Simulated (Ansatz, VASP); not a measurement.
GaAs: VASP beside Ansatz

```
CELL_PARAMETERS angstrom
7.02477 0.00000 0.00000
0.00000 7.02477 0.00000
0.00000 0.00000 4.06143
ATOMIC_POSITIONS crystal
Ga 0.67599 0.67599 0.00000
Ga 0.82401 0.17599 0.50000
Ga 0.32401 0.32401 0.00000
Ga 0.17599 0.82401 0.50000
As 0.81822 0.81822 0.50000
As 0.68178 0.31822 0.00000
As 0.18178 0.18178 0.50000
As 0.31822 0.68178 0.00000
```

Alike in both runs: task single point; functional PBE; k mesh 4 × 4 × 4; occupations gaussian, width 0.1 eV; no spin polarisation.

|  | VASP | Ansatz |
| --- | --- | --- |
| version | VASP 6.6.1 | Ansatz 0.2.0 |
| potentials or method | VASP PAW PBE potentials, release 64 (Ga_d, As), cutoff 520 eV | scalar-relativistic, plane waves, PAW |
| valence electrons in the cell | 72 | 112 |

Ansatz gave:

| Item | Value |
| --- | --- |
| gap on the k mesh at the Fermi level (eV) | 0.21 |
| least direct gap on the mesh (eV) | 0.21 |
| pressure (GPa) | 0.1 |
| traceless stress, the component that is largest in VASP (GPa) | 0.46 |
| rms of the force components (eV/Å) | 0.003 |

Estimate VASP's values.

gap on the k mesh at the Fermi level (eV): 0.21; least direct gap on the mesh (eV): 0.21; pressure (GPa): 0.2; traceless stress, the component that is largest in VASP (GPa): 0.47; rms of the force components (eV/Å): 0.003.

Atom by atom the forces differ by 0.001 eV/Å (rms over components). VASP's potentials hold 72 valence electrons a cell and Ansatz's 112, so a difference there can come from the potentials and not from the codes.
